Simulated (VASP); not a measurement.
Input of a VASP 6.6.1 run:

The input INCAR:

```
SYSTEM = NbSi
PREC = Accurate
ENCUT = 520
EDIFF = 1E-7
ISMEAR = -1
SIGMA = 0.05
LREAL = .FALSE.
LASPH = .TRUE.
NELM = 60
ALGO = Normal
ISIF = 2
LWAVE = .FALSE.
LCHARG = .FALSE.
GGA = PE
NBANDS = 16
```

The input KPOINTS:

```
Automatic mesh
0
G
  8 8 8
  0 0 0
```

POSCAR

```
NbSi
1.0
    3.1979768686      0.0000000000      0.0000000000
    0.0000000000      3.1979768686      0.0000000000
    0.0000000000      0.0000000000      3.1979768686
Nb Si
1 1
Direct
    0.0000000000      0.0000000000      0.0000000000
    0.5000000000      0.5000000000      0.5000000000
```

Potentials or basis: VASP PAW PBE potentials, release 64 (Nb_sv, Si).

Run with:

```sh
$ cat potpaw_PBE.64/Nb_sv/POTCAR potpaw_PBE.64/Si/POTCAR > POTCAR
$ mpirun -np 1 vasp_std > vasp.out
```

Estimate the pressure.

-6.3 GPa.
